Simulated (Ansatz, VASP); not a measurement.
**MgO in VASP and in Ansatz**

Contents of INCAR:

```
ALGO = Normal
EDIFF = 1E-7
ENCUT = 520
GGA = PE
ISIF = 2
ISMEAR = 0
LASPH = T
LCHARG = F
LREAL = F
LWAVE = F
NBANDS = 16
NELM = 60
PREC = Accurate
SIGMA = 0.05
```

KPOINTS

```
k-points
0
Gamma
  9 9 6
```

Contents of POSCAR:

```
MgO
1.0
    3.4467688742      0.0000000000      0.0000000000
   -1.7233844371      2.9849894060      0.0000000000
    0.0000000000      0.0000000000      4.3539584419
Mg O
2 2
Direct
    0.6666666667      0.3333333333      0.7500000000
    0.3333333333      0.6666666667      0.2500000000
    0.6666666667      0.3333333333      0.2500000000
    0.3333333333      0.6666666667      0.7500000000
```

Input for Ansatz:

```yaml
crystal:
  lattice:
    - [3.4467688742, 0.0, 0.0]
    - [-1.7233844371, 2.984989406, 0.0]
    - [0.0, 0.0, 4.3539584419]
  atoms:
    - { symbol: Mg, position: [0.6666666667, 0.3333333333, 0.75] }
    - { symbol: Mg, position: [0.3333333333, 0.6666666667, 0.25] }
    - { symbol: O, position: [0.6666666667, 0.3333333333, 0.25] }
    - { symbol: O, position: [0.3333333333, 0.6666666667, 0.75] }
basis:
  ecutwfc: 520.0
kpoints:
  mp_grid: { grid: [9, 9, 6] }
hamiltonian:
  xc: pbe
  pseudopotentials: { kind: paw, azcp: { folder: soft_1 } }
scf:
  occupations: { method: gaussian, width: 0.05 }
output:
  forces: true
  stress: true
  eigenvalues: true
```

Alike in both runs: task single point; functional PBE; k mesh 9 × 9 × 6; occupations gaussian, width 0.05 eV; no spin polarisation.

|  | VASP | Ansatz |
| --- | --- | --- |
| version | VASP 6.6.1 | Ansatz 0.2.0 |
| potentials or method | VASP PAW PBE potentials, release 64 (Mg, O), cutoff 520 eV | scalar-relativistic, plane waves, PAW |
| valence electrons in the cell | 16 | 32 |

Ansatz gave:

- gap on the k mesh at the Fermi level (eV): 3.30
- least direct gap on the mesh (eV): 3.30
- pressure (GPa): 2.4
- traceless stress, the component that is largest in VASP (GPa): -4.87

Which values does VASP return?

gap on the k mesh at the Fermi level (eV): 3.28; least direct gap on the mesh (eV): 3.28; pressure (GPa): 1.9; traceless stress, the component that is largest in VASP (GPa): -5.02.

With one functional, cell and mesh, what is left measures potentials, basis and numerics. VASP's potentials hold 16 valence electrons a cell and Ansatz's 32, so a difference there can come from the potentials and not from the codes.
